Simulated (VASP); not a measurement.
Input of a VASP 6.6.1 run:

The input INCAR:

```
SYSTEM = Ta16C
PREC = Accurate ; ENCUT = 520
EDIFF = 1E-6 ; ISMEAR = 0
SIGMA = 0.05 ; LREAL = Auto
LASPH = .TRUE. ; NELM = 60
ALGO = Normal ; ISIF = 2
LWAVE = .FALSE. ; LCHARG = .FALSE.
GGA = PE ; IVDW = 12
NBANDS = 104
```

Contents of KPOINTS:

```
regular mesh
0
G
  3 3 3
  0 0 0
```

File POSCAR:

```
Ta16C
1.0
    6.6200000000      0.0000000000      0.0000000000
    0.0000000000      6.6200000000      0.0000000000
    0.0000000000      0.0000000000      6.6200000000
Ta C
16 1
Direct
    0.0013649547     -0.0042586103     -0.0004126888
    0.5049019637      0.0118634441     -0.0003232628
    0.0013409366      0.4950687311     -0.0004113293
   -0.0130990937      0.0032842900      0.4996732628
    0.2472049849      0.2454084592      0.2504132931
    0.5049083082      0.4789208459     -0.0003237160
    0.4993111782     -0.0029114804      0.4996154079
    0.7540785498      0.2453880665      0.2504345921
   -0.0131439577      0.4875466767      0.4996746224
    0.2369771903      0.7453880665      0.2830211480
    0.2472425982      0.2454108761      0.7488564955
    0.4993335347      0.4937203927      0.4996185801
    0.7490876133      0.7454182779      0.2525359517
    0.7539776435      0.2453873112      0.7487643505
    0.2370427492      0.7453891239      0.7164265861
    0.7490205438      0.7454214502      0.7467274924
    0.3411093656      0.7453487915     -0.0002876133
```

Potentials or basis: VASP PAW PBE potentials, release 64 (Ta_pv, C).

Run with:

```console
$ cat potpaw_PBE.64/Ta_pv/POTCAR potpaw_PBE.64/C/POTCAR > POTCAR
$ mpirun -np 1 vasp_std > vasp.out
```

What does it give for the band gap on the k mesh?

Zero (band 90 reaches 6.67 eV, above the bottom of band 91 at 5.30 eV).

What does it give for the largest force?

0.737 eV/Å.

Predict the pressure.

2.4 GPa.

Forces on the atoms (eV/Å):
```
Ta   0.132 -0.062  0.003
Ta  -0.013 -0.185 -0.001
Ta   0.133  0.066  0.002
Ta  -0.016  0.080 -0.001
Ta   0.050  0.000  0.006
Ta  -0.013  0.180 -0.001
Ta   0.084  0.030  0.001
Ta   0.002  0.000 -0.094
Ta  -0.012 -0.084 -0.001
Ta   0.035  0.000  0.245
Ta   0.048  0.000 -0.004
Ta   0.085 -0.030  0.001
Ta   0.093 -0.001 -0.003
Ta   0.005  0.000  0.098
Ta   0.029 -0.001 -0.258
Ta   0.095  0.000  0.004
C   -0.737  0.007  0.001
```

Caveat: spin-orbit coupling is left out, which moves the levels of the heavy elements.
